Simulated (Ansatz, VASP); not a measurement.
## Bi in VASP and in Ansatz

```
Bi
1.0
     1.76967   -3.06515    0.00000
     1.76967    3.06515    0.00000
     0.00000    0.00000    5.84344
Bi
2
Direct
  0.66667 0.33333 0.25000
  0.33333 0.66667 0.75000
```

Alike in both runs: task single point; functional PBE; k mesh 12 × 12 × 6; occupations fermi-dirac, width 0.08 eV; no spin polarisation.

|  | VASP | Ansatz |
| --- | --- | --- |
| version | VASP 6.6.1 | Ansatz 0.2.0 |
| potentials or method | VASP PAW PBE potentials, release 64 (Bi_d), cutoff 520 eV | all-electron LAPW, scalar-relativistic |

```tsv
	VASP	Ansatz	Ansatz less VASP
pressure (GPa)	-0.3	-0.2	+0.09
traceless stress, the component that is largest in VASP (GPa)	0.40	0.40	-0.006
```

Ansatz ran all-electron here, and VASP with PAW potentials.

Spin-orbit coupling is off throughout.
